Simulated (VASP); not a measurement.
The system is H.

```xyz
4
Lattice="3.8401 0.0000 0.0000 -1.9201 3.3257 0.0000 0.0000 0.0000 5.0467" Properties=species:S:1:pos:R:3 pbc="T T T"
H     0.0000    2.2171    0.8907
H     1.9201    1.1086    3.4140
H     1.9201    1.1086    4.1559
H     0.0000    2.2171    1.6326
```

Base run:

```yaml
Program: VASP 6.6.1
Functional: PBE
Potentials_or_basis: VASP PAW PBE potentials, release 64 (H)
Cutoff: 500 eV
k_mesh: 9 × 9 × 6
Occupations: gaussian, width 0.02 eV
Spin: no spin polarisation
```

Its results: band gap on the k mesh 9.40 eV; pressure 0.2 GPa; largest force 0.302 eV/Å.

**Question.** The run is repeated on the same cell with these changes: k mesh from 9 × 9 × 6, through Γ to 9 × 9 × 6, shifted; further incar settings from ALGO = Normal; EDIFF = 1e-06; NBANDS = 10 to ALGO = Normal; EDIFF = 1e-06; NBANDS = 10; ISYM = 0. What comes out?

**Answer.** Band gap on the k mesh 9.49 eV; pressure 0.2 GPa; largest force 0.302 eV/Å.

Caveats: this functional lacks dispersion, which holds the molecules together, so the pressure and a relaxed volume are unreliable; a shifted mesh leaves out Γ, where band edges can lie (at least some runs).

A k mesh can miss the band edges.
